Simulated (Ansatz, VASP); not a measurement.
# One calculation of SiB6, two programs

```xyz
7
Lattice="4.1300 0.0000 0.0000 0.0000 4.1300 0.0000 0.0000 0.0000 4.1300" Properties=species:S:1:pos:R:3 pbc="T T T"
Si    0.0000    0.0000    0.0000
B     0.8673    2.0650    2.0650
B     2.0650    0.8673    2.0650
B     3.2627    2.0650    2.0650
B     2.0650    3.2627    2.0650
B     2.0650    2.0650    0.8673
B     2.0650    2.0650    3.2627
```

Alike in both runs: task single point; functional PBE; k mesh 4 × 4 × 4; occupations gaussian, width 0.1 eV; no spin polarisation.

|  | VASP | Ansatz |
| --- | --- | --- |
| version | VASP 6.6.1 | Ansatz 0.2.0 |
| potentials or method | VASP PAW PBE potentials, release 64 (Si, B), cutoff 500 eV | scalar-relativistic, plane waves, PAW |
| valence electrons in the cell | 22 | 22 |

Ansatz gave:

```
gap on the k mesh at the Fermi level (eV) : 0.41
least direct gap on the mesh (eV)         : 1.41
pressure (GPa)                            : 3.8
rms of the force components (eV/Å)        : 1.385
```

Which values does VASP return?

gap on the k mesh at the Fermi level (eV): 0.41; least direct gap on the mesh (eV): 1.41; pressure (GPa): 3.9; rms of the force components (eV/Å): 1.408.

Atom by atom the forces differ by 0.023 eV/Å (rms over components). With one functional, cell and mesh, what is left measures potentials, basis and numerics.
